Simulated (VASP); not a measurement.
## Ta: single point with PBE

Crystal: Ta.

```
Ta
1.0
    -1.65945    1.65945    1.65945
     1.65945   -1.65945    1.65945
     1.65945    1.65945   -1.65945
Ta
1
Direct
  0.00000 0.00000 0.00000
```

```
Program                : VASP 6.6.1
Task                   : single point
Functional             : PBE
Potentials or basis    : VASP PAW PBE potentials, release 64 (Ta_pv)
Cutoff                 : 520 eV
k mesh                 : 24 × 24 × 24
Occupations            : gaussian, width 0.1 eV
Spin                   : no spin polarisation
Dipole correction      : no
Further INCAR settings : ALGO = Fast; EDIFF = 1e-06; NBANDS = 12
```

* Pressure: 0.1 GPa

Levels at points of the mesh, in eV from the Fermi level:
```csv
k point,band 4,band 5,band 6,band 7,band 8,band 9
"(0.00, 0.00, 0.00)",-7.85,0.74,0.74,0.74,3.96,3.96
"(0.50, 0.00, 0.00)",-4.30,-1.49,1.53,3.84,4.84,7.66
"(0.50, 0.50, 0.50)",-3.71,-3.71,6.72,6.72,6.72,8.53
```

Run time: 71 s on 1 thread of Intel(R) Xeon(R) Platinum 8488C (Sapphire Rapids) (shared host), peak memory 0.21 GiB.

Caveat: spin-orbit coupling is left out, which moves the levels of the heavy elements.
